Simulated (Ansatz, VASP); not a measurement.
## Two plane-wave programs on BN

```
B N
1.0
     0.00000    1.81300    1.81300
     1.81300    0.00000    1.81300
     1.81300    1.81300    0.00000
B N
1 1
Direct
  0.00000 0.00000 0.00000
  0.75000 0.75000 0.79875
```

Change from the starting cell: all N atoms moved +0.125 Å, as atom 2 along Cartesian [1 1 0].

Alike in both runs: task single point; functional r2SCAN; k mesh 12 × 12 × 12; occupations gaussian, width 0.05 eV; no spin polarisation.

```csv
,VASP,Ansatz
version,VASP 6.6.1,Ansatz 0.2.0
potentials or method,"VASP PAW PBE potentials, release 64 (B, N), cutoff 520 eV","scalar-relativistic, plane waves, PAW"
valence electrons in the cell,8,8
```

VASP gave:

| Property | Result |
| --- | --- |
| gap on the k mesh at the Fermi level (eV) | 3.81 |
| least direct gap on the mesh (eV) | 7.95 |
| pressure (GPa) | 0.3 |
| traceless stress, the component that is largest in VASP (GPa) | 4.79 |
| rms of the force components (eV/Å) | 1.753 |

Q: What did Ansatz give for the same quantities?

A: gap on the k mesh at the Fermi level (eV): 3.82; least direct gap on the mesh (eV): 7.96; pressure (GPa): -0.6; traceless stress, the component that is largest in VASP (GPa): 4.86; rms of the force components (eV/Å): 1.752.

VASP's potentials were made for PBE, not for r2SCAN. Atom by atom the forces differ by 0.003 eV/Å (rms over components).
